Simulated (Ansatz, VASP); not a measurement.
Mg: VASP beside Ansatz

Contents of INCAR:

```
PREC = Accurate
ENCUT = 600
EDIFF = 1E-6
ISMEAR = 1
SIGMA = 0.2
LREAL = F
LASPH = T
NELM = 120
ALGO = Normal
ISIF = 2
LWAVE = F
LCHARG = F
GGA = LIBXC
LIBXC1 = GGA_X_PBE_SOL
LIBXC2 = LDA_C_PW
NBANDS = 9
GGA_COMPAT = F
```

File KPOINTS:

```
Automatic mesh
0
Gamma
  8 8 5
```

The input POSCAR:

```
Mg
1.0
    3.2199622046      0.0000000000      0.0000000000
   -1.6099811023      2.7885737555      0.0000000000
    0.0000000000      0.0000000000      5.2276100939
Mg
2
Direct
    0.3333333333      0.6666666667      0.2500000000
    0.6666666667      0.3333333333      0.7500000000
```

Input for Ansatz:

```yaml
crystal:
  lattice:
    - [3.2199622045716265, 0.0, 0.0]
    - [-1.6099811022858133, 2.78857375553987, 0.0]
    - [0.0, 0.0, 5.227610093939347]
  atoms:
    - { symbol: Mg, position: [0.3333333333333333, 0.6666666666666666, 0.25] }
    - { symbol: Mg, position: [0.6666666666666666, 0.3333333333333333, 0.75] }
basis:
  ecutwfc: 420.0
kpoints:
  mp_grid:
    grid: [8, 8, 5]
hamiltonian:
  xc:
    exchange: pbesol
    correlation: lda
scf:
  occupations:
    method: cold
    width: 0.2
output:
  stress: true
```

Alike in both runs: task single point; functional pbesol exchange, lda correlation; k mesh 8 × 8 × 5; no spin polarisation.

|  | VASP | Ansatz |
| --- | --- | --- |
| version | VASP 6.6.1 | Ansatz 0.2.0 |
| potentials or method | VASP PAW PBE potentials, release 64 (Mg), cutoff 600 eV | plane waves, PAW |
| occupations | methfessel-paxton of order 1, width 0.2 eV | cold, width 0.2 eV |
| valence electrons in the cell | 4 | 20 |

VASP gave:

| Property | Result |
| --- | --- |
| pressure (GPa) | -0.5 |
| traceless stress, the component that is largest in VASP (GPa) | 0.35 |

Question: Estimate Ansatz's values.

Answer: Pressure (GPa): -0.4; traceless stress, the component that is largest in VASP (GPa): 0.23.

VASP's potentials were made for PBE, not for pbesol exchange, lda correlation. VASP's potentials hold 4 valence electrons a cell and Ansatz's 20, so a difference there can come from the potentials and not from the codes. Ansatz's warnings: structure snapped to symmetry.
